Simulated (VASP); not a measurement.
# Ru (P6_3/mmc) in VASP: a series of runs

The runs below take Ru through single point, with r2SCAN.

All numbers are computed with VASP 6.6.1; they aren't measurements. Logs are shortened: lines on timing, memory, paths and dates and some standing lists are left out, and cuts for length are marked.

## Step 1: The cell of the first run

Symmetry: P6_3/mmc, No. 194, hexagonal system. The conventional cell has a = 2.702 Å, b = 2.702 Å, c = 4.266 Å, α = 90.00°, β = 90.00°, γ = 120.00°. Within 3.5 Å of Ru (site symmetry -6m2) lie 12 Ru at 2.64 to 2.70 Å.

## Step 2: Single point, r2SCAN

File POSCAR:

```
Ru
1.0
    2.7023482466      0.0000000000      0.0000000000
   -1.3511741233      2.3403022314      0.0000000000
    0.0000000000      0.0000000000      4.2659655348
Ru
2
Direct
    0.3333333333      0.6666666667      0.2500000000
    0.6666666667      0.3333333333      0.7500000000
```

File INCAR.step1:

```
PREC = Accurate
ENCUT = 520
ISMEAR = 0
SIGMA = 0.1
LREAL = False
LASPH = True
NELM = 80
NBANDS = 21
GGA = PE
ALGO = Normal
EDIFF = 1E-4
LWAVE = True
LCHARG = False
```

File INCAR.step2:

```
PREC = Accurate
ENCUT = 520
EDIFF = 1E-6
ISMEAR = 0
SIGMA = 0.1
LREAL = False
LASPH = True
NELM = 80
ALGO = Normal
ISIF = 2
LWAVE = False
LCHARG = False
METAGGA = R2SCAN
LMIXTAU = True
NBANDS = 21
ISTART = 1
```

File KPOINTS:

```
Automatic mesh
0
Gamma
  15 15 8
```

Potentials or basis: VASP PAW PBE potentials, release 64 (Ru_pv).

On the command line:

```bash
$ cat potpaw_PBE.64/Ru_pv/POTCAR > POTCAR
$ cp INCAR.step1 INCAR
$ mpirun -np 1 vasp_std > vasp.out
$ cp INCAR.step2 INCAR
$ mpirun -np 1 vasp_std > vasp.out
```

OUTCAR:

```text
PREC = Accurate
   ENCUT = 520
   EDIFF = 1E-6
   ISMEAR = 0
   LREAL = False
   LASPH = True
   NELM = 80
   ISIF = 2
   METAGGA = R2SCAN
   ISTART = 1

 ion  position               nearest neighbor table
   1  0.333  0.667  0.250-   2 2.64   2 2.64   2 2.64   2 2.64   2 2.64   2 2.64
   2  0.667  0.333  0.750-   1 2.64   1 2.64   1 2.64   1 2.64   1 2.64   1 2.64

  LATTYP: Found a hexagonal cell.
 ALAT       =     2.7023482466
 C/A-ratio  =     1.5786142812

  Lattice vectors:

 A1 = (   2.7023482466,   0.0000000000,   0.0000000000)
 A2 = (  -1.3511741233,   2.3403022314,   0.0000000000)
 A3 = (   0.0000000000,   0.0000000000,   4.2659655348)

Analysis of symmetry for initial positions (statically):
=====================================================================
 Subroutine PRICEL returns:
 Original cell was already a primitive cell.

 Routine SETGRP: Setting up the symmetry group for a
 hexagonal supercell.

 Subroutine GETGRP returns: Found 24 space group operations
 (whereof 12 operations were pure point group operations)
 out of a pool of 24 trial point group operations.

The static configuration has the point symmetry D_3d.
 The point group associated with its full space group is D_6h.

Analysis of symmetry for dynamics (positions and initial velocities):
=====================================================================
 Subroutine PRICEL returns:
 Original cell was already a primitive cell.

 Routine SETGRP: Setting up the symmetry group for a
 hexagonal supercell.

 Subroutine GETGRP returns: Found 24 space group operations
 (whereof 12 operations were pure point group operations)
 out of a pool of 24 trial point group operations.

The dynamic configuration has the point symmetry D_3d.
 The point group associated with its full space group is D_6h.

 Subroutine INISYM returns: Found 24 space group operations
 (whereof 12 operations are pure point group operations),
 and found     1 'primitive' translations

----------------------------------------------------------------------------------------

                                     Primitive cell

  volume of cell :      26.9793

  direct lattice vectors                    reciprocal lattice vectors
     2.702348247  0.000000000  0.000000000     0.370048531  0.213647619  0.000000000
    -1.351174123  2.340302231  0.000000000     0.000000000  0.427295238  0.000000000
     0.000000000  0.000000000  4.265965535     0.000000000  0.000000000  0.234413521

[... 81 lines left out ...]
   ENCUT  =  520.0 eV  38.22 Ry    6.18 a.u.   5.02  5.02  7.93*2*pi/ulx,y,z
   NELM   =     80;   NELMIN=  2; NELMDL=  0     # of ELM steps
   EDIFF  = 0.1E-05   stopping-criterion for ELM
   LREAL  =      F    real-space projection
   EDIFFG = 0.1E-04   stopping-criterion for IOM
   NSW    =      0    number of steps for IOM
   IBRION =     -1    ionic relax: 0-MD 1-quasi-New 2-CG
   NFREE  =      0    steps in history (QN), initial steepest desc. (CG)
   ISIF   =      2    stress and relaxation
   ISYM   =      2    0-nonsym 1-usesym 2-fastsym
   POTIM  = 0.5000    time-step for ionic-motion
   TEBEG  =    0.0;   TEEND  =   0.0 temperature during run
   PSTRESS=    0.0 pullay stress
   NELECT =      28.0000    total number of electrons
   NUPDOWN=      -1.0000    fix difference up-down
   EMIN   =  10.00;   EMAX   =-10.00  energy-range for DOS
   EFERMI =   0.00;   METHOD = LEGACY
   ISMEAR =     0;   SIGMA  =   0.10  broadening in eV -4-tet -1-fermi 0-gaus
   EFERMI_NEDOS =   21; number of points for ismear=-14 and -15
   IALGO  =     38    algorithm
   IMIX   =      4    mixing-type and parameters
     AMIX     =   0.40;   BMIX     =  1.00
     AMIX_MAG =   1.60;   BMIX_MAG =  1.00
  volume/ion in A,a.u.               =      13.49        91.03
  Fermi-wavevector in a.u.,A,eV,Ry     =   1.657489  3.132200 37.378872  2.747270
  Thomas-Fermi vector in A             =   2.745233
   LORBIT       =      0    0 simple, 1 ext, 2 COOP (PROOUT), +10 PAW based schemes
   METAGGA = R2SCAN    functional components
   LHFCALC =     F    Hartree Fock is set to
   AEXX    =    0.0000 exact exchange contribution
   IVDW    =     0    specifies the selected vdW correction
   LEPSILON=     F    determine dielectric tensor
   LRPA    =     F    only Hartree local field effects (RPA)
 non-spin polarized calculation
 Gauss-broadening in eV      SIGMA  =   0.10
  energy-cutoff  :      520.00
  volume of cell :       26.98
 maximum number of plane-waves:       744
 NGX is ok and might be reduce to    20
   NGX =  9   NGY =  9   NGZ = 15

 number of electron      28.0000004 magnetization

 Free energy of the ion-electron system (eV)
  ---------------------------------------------------
  ext. energy  EPLUGINS =         0.00000000
  ---------------------------------------------------
  free energy    TOTEN  =       -50.86467753 eV

  energy without entropy =      -50.85749520  energy(sigma->0) =      -50.86108637

 E-fermi :  12.8406     XC(G=0): -15.4540

 val. band max:       12.8226853921   @ k =   0.2667   0.2000   0.1250
 cond. band min:      12.8700238981   @ k =   0.0667   0.0000   0.3750
 fundamental gap:      0.0473385060
 Fermi energy:        12.8405698940

 k-point     1 :       0.0000    0.0000    0.0000
  band No.  band energies     occupation
      1     -32.2690      2.00000
      2     -31.2440      2.00000
      3     -31.2440      2.00000
      4     -31.0551      2.00000
      5     -31.0551      2.00000
      6     -31.0031      2.00000
[... 565 lines left out ...]
     20      21.2507      0.00000
     21      23.3455      0.00000

 [... further k-points ...]

------------------------ aborting loop because EDIFF is reached ----------------------------------------

  FORCE on cell =-STRESS in cart. coord.  units (eV):
  Direction    XX          YY          ZZ          XY          YZ          ZX
  --------------------------------------------------------------------------------------
  -------------------------------------------------------------------------------------
  Total        0.2572270      0.2572270      0.2608485     -0.0000000     -0.0000000     -0.0000000
  in kB       15.2755367     15.2755367     15.4906055     -0.0000000     -0.0000000     -0.0000000
  external PRESSURE =      15.3472263 kB  Pullay stress =       0.0000000 kB

 VOLUME and BASIS-vectors are now :
 -----------------------------------------------------------------------------
  energy-cutoff  :      520.00
  volume of cell :       26.98
      direct lattice vectors                 reciprocal lattice vectors
     2.702348247  0.000000000  0.000000000     0.370048531  0.213647619  0.000000000
    -1.351174123  2.340302231  0.000000000     0.000000000  0.427295238  0.000000000
     0.000000000  0.000000000  4.265965535     0.000000000  0.000000000  0.234413521

 POSITION                                       TOTAL-FORCE (eV/Angst)
 -----------------------------------------------------------------------------------
     -0.00000      1.56020      1.06649        -0.000000      0.000000      0.000000
      1.35117      0.78010      3.19947         0.000000     -0.000000      0.000000
 -----------------------------------------------------------------------------------
    total drift:                               -0.000000      0.000000     -0.000000

  FREE ENERGIE OF THE ION-ELECTRON SYSTEM (eV)
  ---------------------------------------------------
  free  energy   TOTEN  =       -50.8646775286 eV

  energy  without entropy=      -50.8574952031  energy(sigma->0) =      -50.86108637
```

OUTCAR.step1:

```text
PREC = Accurate
   ENCUT = 520
   ISMEAR = 0
   LREAL = False
   LASPH = True
[... 801 lines left out ...]
     -0.00000      1.56020      1.06649         0.000000     -0.000000      0.000000
      1.35117      0.78010      3.19947        -0.000000      0.000000      0.000000
 -----------------------------------------------------------------------------------
    total drift:                               -0.000000      0.000000     -0.000000

  FREE ENERGIE OF THE ION-ELECTRON SYSTEM (eV)
  ---------------------------------------------------
  free  energy   TOTEN  =       -18.4658697625 eV

  energy  without entropy=      -18.4582412777  energy(sigma->0) =      -18.46205552
```

OSZICAR.step1:

```text
N       E                     dE             d eps       ncg     rms          rms(c)
DAV:   1     0.286724741892E+03    0.28672E+03   -0.17570E+04  5670   0.149E+03
DAV:   2    -0.139676058725E+02   -0.30069E+03   -0.29144E+03  5830   0.444E+02
DAV:   3    -0.197583287531E+02   -0.57907E+01   -0.57581E+01  6645   0.693E+01
DAV:   4    -0.198004772161E+02   -0.42148E-01   -0.42098E-01  7151   0.565E+00
DAV:   5    -0.198010011695E+02   -0.52395E-03   -0.52034E-03  6478   0.567E-01    0.180E+01
DAV:   6    -0.185503219072E+02    0.12507E+01   -0.28209E+00  6510   0.164E+01    0.494E+00
DAV:   7    -0.184737177521E+02    0.76604E-01   -0.44384E-01  6540   0.494E+00    0.105E+00
DAV:   8    -0.184662410128E+02    0.74767E-02   -0.16638E-02  6150   0.111E+00    0.345E-01
DAV:   9    -0.184658605150E+02    0.38050E-03   -0.73097E-04  6515   0.288E-01    0.341E-02
DAV:  10    -0.184658697625E+02   -0.92475E-05   -0.49157E-05  3585   0.736E-02
   1 F= -.18465870E+02 E0= -.18462056E+02  d E =-.762848E-02
```

It took 2.8 min on 1 thread of Intel Xeon Platinum 8259CL at 2.50GHz (Skylake/Cascade Lake), shared host; peak memory 0.18 GiB.

Results:

- Free energy: -50.8647 eV
- Pressure: 1.5 GPa
- Band gap on the k mesh: zero (bands 14 and 15 overlap by 3.23 eV)

Levels at points of the mesh, in eV from the Fermi level:
| k point | band 11 | band 12 | band 13 | band 14 | band 15 | band 16 | band 17 | band 18 |
| --- | --- | --- | --- | --- | --- | --- | --- | --- |
| (0.00, 0.00, 0.00) | -2.51 | -2.01 | -2.01 | -1.49 | -1.49 | 1.25 | 1.25 | 1.39 |
| (0.00, 0.00, 0.50) | -2.91 | -2.91 | -2.83 | -2.83 | 0.58 | 0.58 | 0.58 | 0.58 |

Caveat: the PAW data sets were made with another functional, which shifts forces and pressure a little.

[end of part 1 of 2]
